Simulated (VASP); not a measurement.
A run of VASP 6.6.1 is set up as follows.

The input INCAR:

```
SYSTEM = HfSiO4
PREC     = Accurate       ! precision mode
ENCUT    = 600            ! plane-wave cutoff, eV
EDIFF    = 1E-6           ! SCF threshold, eV
ISMEAR   = 0              ! smearing method
SIGMA    = 0.1            ! smearing width, eV
LREAL    = .False.        ! projectors in reciprocal space
LASPH    = .True.         ! aspherical terms in the spheres
NELM     = 60             ! most SCF steps
ALGO     = Normal         ! electronic algorithm
ISIF     = 3              ! what is computed and relaxed
LWAVE    = .False.        ! write WAVECAR
LCHARG   = .False.        ! write CHGCAR
GGA      = PE             ! functional
IBRION   = 2              ! ionic algorithm
NSW      = 90             ! ionic steps
EDIFFG   = -0.04          ! ionic threshold
```

Contents of KPOINTS:

```
Automatic mesh
0
Gamma
  6 6 4
  0 0 0
```

File POSCAR:

```
HfSiO4
1.0
    3.6905578400      0.0000000000      0.0000000000
    0.0000000000      3.6905578400      0.0000000000
    0.0000000000      0.0000000000      5.2192369400
Hf Si O
1 1 4
Direct
    0.0000000000      0.0000000000      0.0000000000
    0.5000000000      0.5000000000      0.5000000000
    0.5000000000      0.0000000000      0.2500000000
    0.0000000000      0.5000000000      0.7500000000
    0.5000000000      0.0000000000      0.7500000000
    0.0000000000      0.5000000000      0.2500000000
```

Potentials or basis: VASP PAW PBE potentials, release 64 (Hf_pv, Si, O).

The run is started by

```console
$ cat potpaw_PBE.64/Hf_pv/POTCAR potpaw_PBE.64/Si/POTCAR potpaw_PBE.64/O/POTCAR > POTCAR
$ mpirun -np 1 vasp_std > vasp.out
```

(1) Estimate the relaxed cell.

(2) What does it give for the relaxed volume?

(3) What does it give for the space group after relaxing (to 0.05 Å)?

Results:

(1) a = 3.431 Å, b = 3.431 Å, c = 4.900 Å, α = 90.00°, β = 90.00°, γ = 90.00°.

(2) 9.61 Å³/atom.

(3) P4/mmm (No. 123).

Caveat: the volume moved by over 15 % at a fixed basis, so the end points are rough.
